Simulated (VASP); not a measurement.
# Co (Fd-3m) in VASP: further runs, part 2 of 3

VASP 6.6.1. Earlier steps stand in the parts before.

**3. Single point, r2SCAN, collinear spin, ferromagnetic start**

This run uses another cell than the first one: it holds 2 atoms, not 6.

POSCAR

```
Co
1.0
    0.0000000000      2.3137151500      2.3137151500
    2.3137151500      0.0000000000      2.3137151500
    2.3137151500      2.3137151500      0.0000000000
Co
2
Direct
    0.5000000000      0.5000000000      0.5000000000
    0.7500000000      0.7500000000      0.7500000000
```

INCAR.step1

```
PREC = Accurate
ENCUT = 520
ISMEAR = 0
SIGMA = 0.1
LREAL = F
LASPH = T
NELM = 150
ISPIN = 2
MAGMOM = 3 3
LMAXMIX = 4
NBANDS = 20
GGA = PE
ALGO = Normal
EDIFF = 1E-4
LWAVE = T
LCHARG = F
```

INCAR.step2

```
PREC = Accurate
ENCUT = 520
EDIFF = 1E-7
ISMEAR = 0
SIGMA = 0.1
LREAL = F
LASPH = T
NELM = 150
ALGO = Normal
ISIF = 2
LWAVE = F
LCHARG = F
ISPIN = 2
MAGMOM = 3 3
LORBIT = 11
LMAXMIX = 4
METAGGA = R2SCAN
LMIXTAU = T
NBANDS = 20
ISTART = 1
```

KPOINTS

```
regular mesh
0
Gamma
  6 6 6
```

Potentials or basis: VASP PAW PBE potentials, release 64 (Co).

The run is started by

```console
$ cat potpaw_PBE.64/Co/POTCAR > POTCAR
$ cp INCAR.step1 INCAR
$ mpirun -np 1 vasp_std > vasp.out
$ cp INCAR.step2 INCAR
$ mpirun -np 1 vasp_std > vasp.out
```

OUTCAR:

```text
PREC = Accurate
   ENCUT = 520
   EDIFF = 1E-7
   ISMEAR = 0
   LREAL = F
   LASPH = T
   NELM = 150
   ISIF = 2
   ISPIN = 2
   LORBIT = 11
   METAGGA = R2SCAN
   ISTART = 1

 ion  position               nearest neighbor table
   1  0.500  0.500  0.500-   2 2.00   2 2.00   2 2.00   2 2.00
   2  0.750  0.750  0.750-   1 2.00   1 2.00   1 2.00   1 2.00

  LATTYP: Found a face centered cubic cell.
 ALAT       =     4.6274303000

  Lattice vectors:

 A1 = (   0.0000000000,   2.3137151500,   2.3137151500)
 A2 = (   2.3137151500,   0.0000000000,   2.3137151500)
 A3 = (   2.3137151500,   2.3137151500,   0.0000000000)

Analysis of symmetry for initial positions (statically):
=====================================================================
 Subroutine PRICEL returns:
 Original cell was already a primitive cell.

 Routine SETGRP: Setting up the symmetry group for a
 face centered cubic supercell.

 Subroutine GETGRP returns: Found 48 space group operations
 (whereof 24 operations were pure point group operations)
 out of a pool of 48 trial point group operations.

The static configuration has the point symmetry T_d .
 The point group associated with its full space group is O_h .

Analysis of symmetry for dynamics (positions and initial velocities):
=====================================================================
 Subroutine PRICEL returns:
 Original cell was already a primitive cell.

 Routine SETGRP: Setting up the symmetry group for a
 face centered cubic supercell.

 Subroutine GETGRP returns: Found 48 space group operations
 (whereof 24 operations were pure point group operations)
 out of a pool of 48 trial point group operations.

The dynamic configuration has the point symmetry T_d .
 The point group associated with its full space group is O_h .

Analysis of structural, dynamic, and magnetic symmetry:
=====================================================================
 Subroutine PRICEL returns:
 Original cell was already a primitive cell.

 Routine SETGRP: Setting up the symmetry group for a
 face centered cubic supercell.

 Subroutine GETGRP returns: Found 48 space group operations
 (whereof 24 operations were pure point group operations)
 out of a pool of 48 trial point group operations.

The overall configuration has the point symmetry T_d .
 The point group associated with its full space group is O_h .

 Subroutine INISYM returns: Found 48 space group operations
 (whereof 24 operations are pure point group operations),
 and found     1 'primitive' translations

----------------------------------------------------------------------------------------

                                     Primitive cell

  volume of cell :      24.7719

  direct lattice vectors                    reciprocal lattice vectors
     0.000000000  2.313715150  2.313715150    -0.216102661  0.216102661  0.216102661
     2.313715150  0.000000000  2.313715150     0.216102661 -0.216102661  0.216102661
     2.313715150  2.313715150  0.000000000     0.216102661  0.216102661 -0.216102661

  length of vectors
     3.272087345  3.272087345  3.272087345     0.374300788  0.374300788  0.374300788

  position of ions in fractional coordinates (direct lattice)
[... 63 lines left out ...]
   ICHARG =      0    charge: 1-file 2-atom 10-const
   ISPIN  =      2    spin polarized calculation?
   LNONCOLLINEAR =      F non collinear calculations
   LSORBIT =      F    spin-orbit coupling
   LASPH  =      T    aspherical Exc in radial PAW
   ENCUT  =  520.0 eV  38.22 Ry    6.18 a.u.   6.08  6.08  6.08*2*pi/ulx,y,z
   NELM   =    150;   NELMIN=  2; NELMDL=  0     # of ELM steps
   EDIFF  = 0.1E-06   stopping-criterion for ELM
   LREAL  =      F    real-space projection
   EDIFFG = 0.1E-05   stopping-criterion for IOM
   NSW    =      0    number of steps for IOM
   IBRION =     -1    ionic relax: 0-MD 1-quasi-New 2-CG
   NFREE  =      0    steps in history (QN), initial steepest desc. (CG)
   ISIF   =      2    stress and relaxation
   ISYM   =      2    0-nonsym 1-usesym 2-fastsym
   POTIM  = 0.5000    time-step for ionic-motion
   TEBEG  =    0.0;   TEEND  =   0.0 temperature during run
   PSTRESS=    0.0 pullay stress
   NELECT =      18.0000    total number of electrons
   NUPDOWN=      -1.0000    fix difference up-down
   EMIN   =  10.00;   EMAX   =-10.00  energy-range for DOS
   EFERMI =   0.00;   METHOD = LEGACY
   ISMEAR =     0;   SIGMA  =   0.10  broadening in eV -4-tet -1-fermi 0-gaus
   EFERMI_NEDOS =   21; number of points for ismear=-14 and -15
   IALGO  =     38    algorithm
   IMIX   =      4    mixing-type and parameters
     AMIX     =   0.40;   BMIX     =  1.00
     AMIX_MAG =   1.60;   BMIX_MAG =  1.00
  volume/ion in A,a.u.               =      12.39        83.58
  Fermi-wavevector in a.u.,A,eV,Ry     =   1.471790  2.781279 29.472465  2.166165
  Thomas-Fermi vector in A             =   2.586883
   LORBIT       =     11    0 simple, 1 ext, 2 COOP (PROOUT), +10 PAW based schemes
   METAGGA = R2SCAN    functional components
   LHFCALC =     F    Hartree Fock is set to
   AEXX    =    0.0000 exact exchange contribution
   IVDW    =     0    specifies the selected vdW correction
   LEPSILON=     F    determine dielectric tensor
   LRPA    =     F    only Hartree local field effects (RPA)
 spin polarized calculation
 Gauss-broadening in eV      SIGMA  =   0.10
  energy-cutoff  :      520.00
  volume of cell :       24.77
 maximum number of plane-waves:       692
   NGX = 13   NGY = 13   NGZ = 13

 number of electron      17.9999981 magnetization      -0.0003332

 number of electron      17.9999981 magnetization       0.0006591

 Free energy of the ion-electron system (eV)
  ---------------------------------------------------
  ext. energy  EPLUGINS =         0.00000000
  ---------------------------------------------------
  free energy    TOTEN  =       -22.86317808 eV

  energy without entropy =      -22.84887658  energy(sigma->0) =      -22.85602733

 E-fermi :   8.5766     XC(G=0): -13.2375

 val. band max:        8.5164692464   @ k =   0.5000   0.3333   0.1667
 cond. band min:       8.5823896889   @ k =  -0.1667   0.1667   0.0000
 fundamental gap:      0.0659204425
 Fermi energy:         8.5765690790

 spin component 1

 k-point     1 :       0.0000    0.0000    0.0000
  band No.  band energies     occupation
      1       0.3375      1.00000
      2       4.5011      1.00000
      3       4.5011      1.00000
      4       4.8328      1.00000
      5       4.8328      1.00000
      6       4.8328      1.00000
[... 344 lines left out ...]
      6       6.0553      1.00000
[... 12 lines left out ...]
     19      38.4823      0.00000
     20      38.4823      0.00000
 Fermi energy:         8.5765690790

 spin component 2

 k-point     1 :       0.0000    0.0000    0.0000
  band No.  band energies     occupation
      1       0.3375      1.00000
      2       4.5016      1.00000
      3       4.5016      1.00000
      4       4.8332      1.00000
      5       4.8332      1.00000
      6       4.8332      1.00000
[... 357 lines left out ...]
     19      38.4825      0.00000
     20      38.4825      0.00000

------------------------ aborting loop because EDIFF is reached ----------------------------------------

  FORCE on cell =-STRESS in cart. coord.  units (eV):
  Direction    XX          YY          ZZ          XY          YZ          ZX
  --------------------------------------------------------------------------------------
  -------------------------------------------------------------------------------------
  Total        4.2251844      4.2251844      4.2251844      0.0000000     -0.0000000      0.0000000
  in kB      273.2729117    273.2729117    273.2729117      0.0000000     -0.0000000      0.0000000
  external PRESSURE =     273.2729117 kB  Pullay stress =       0.0000000 kB

 VOLUME and BASIS-vectors are now :
 -----------------------------------------------------------------------------
  energy-cutoff  :      520.00
  volume of cell :       24.77
      direct lattice vectors                 reciprocal lattice vectors
     0.000000000  2.313715150  2.313715150    -0.216102661  0.216102661  0.216102661
     2.313715150  0.000000000  2.313715150     0.216102661 -0.216102661  0.216102661
     2.313715150  2.313715150  0.000000000     0.216102661  0.216102661 -0.216102661

 POSITION                                       TOTAL-FORCE (eV/Angst)
 -----------------------------------------------------------------------------------
      2.31372      2.31372      2.31372        -0.000000     -0.000000     -0.000000
      3.47057      3.47057      3.47057         0.000000      0.000000      0.000000
 -----------------------------------------------------------------------------------
    total drift:                               -0.000000      0.000000      0.000000

  FREE ENERGIE OF THE ION-ELECTRON SYSTEM (eV)
  ---------------------------------------------------
  free  energy   TOTEN  =       -22.8631780819 eV

  energy  without entropy=      -22.8488765774  energy(sigma->0) =      -22.85602733

 total charge

# of ion       s       p       d       tot
------------------------------------------
    1        0.647   0.551   7.522   8.719
    2        0.647   0.551   7.522   8.719
--------------------------------------------------
tot          1.294   1.101  15.043  17.439

 magnetization (x)

# of ion       s       p       d       tot
------------------------------------------
    1       -0.000  -0.000   0.000   0.000
    2       -0.000  -0.000   0.000   0.000
--------------------------------------------------
tot         -0.000  -0.000   0.001   0.001
```

OUTCAR.step1:

```text
PREC = Accurate
   ENCUT = 520
   ISMEAR = 0
   LREAL = F
   LASPH = T
[... 970 lines left out ...]
 -----------------------------------------------------------------------------------
      2.31372      2.31372      2.31372         0.000000      0.000000      0.000000
      3.47057      3.47057      3.47057        -0.000000     -0.000000     -0.000000
 -----------------------------------------------------------------------------------
    total drift:                               -0.000000      0.000000      0.000000

  FREE ENERGIE OF THE ION-ELECTRON SYSTEM (eV)
  ---------------------------------------------------
  free  energy   TOTEN  =       -10.9970660506 eV

  energy  without entropy=      -10.9838867869  energy(sigma->0) =      -10.99047642
```

Wall time 46 s (1 thread of Intel Xeon Platinum 8488C (Sapphire Rapids), shared host); peak memory 0.16 GiB.

What came out:

* Free energy: -22.8632 eV
* Pressure: 27.3 GPa
* Band gap on the k mesh: zero (filled and empty bands overlap)
* Net moment: 0.00 μB per cell
* Valence electrons inside the program's atomic spheres: Co 8.72

Levels at points of the mesh, in eV from the Fermi level:
Spin up:
| k point | band 6 | band 7 | band 8 | band 9 | band 10 | band 11 | band 12 | band 13 |
| --- | --- | --- | --- | --- | --- | --- | --- | --- |
| (0.00, 0.00, 0.00) | -3.74 | -1.36 | -1.36 | -1.36 | 0.37 | 0.37 | 15.68 | 15.68 |
| (0.50, 0.00, 0.00) | -3.76 | -1.97 | -0.80 | -0.80 | 0.14 | 0.14 | 1.99 | 11.71 |
| (0.50, 0.50, 0.00) | -2.39 | -1.81 | -1.81 | 0.36 | 0.36 | 2.33 | 2.33 | 5.59 |
Spin down:
| k point | band 5 | band 6 | band 7 | band 8 | band 9 | band 10 | band 11 | band 12 | band 13 | band 14 |
| --- | --- | --- | --- | --- | --- | --- | --- | --- | --- | --- |
| (0.00, 0.00, 0.00) | -3.74 | -3.74 | -1.36 | -1.36 | -1.36 | 0.37 | 0.37 | 15.68 | 15.68 | 15.68 |
| (0.50, 0.00, 0.00) | -3.76 | -3.76 | -1.97 | -0.80 | -0.80 | 0.14 | 0.14 | 2.00 | 11.71 | 11.71 |
| (0.50, 0.50, 0.00) | -2.39 | -2.39 | -1.81 | -1.81 | 0.36 | 0.36 | 2.33 | 2.33 | 5.59 | 5.59 |

Caveat: the k points lie up to 0.39 Å⁻¹ apart, too coarse for converged energies and pressures of a metal; the moments typed at the start vanished in this run; the PAW data sets were made with another functional, which shifts forces and pressure a little.

(Continued in part 3 of 3.)

The gap in the log of VASP goes by the Fermi energy; the results here count the filled bands.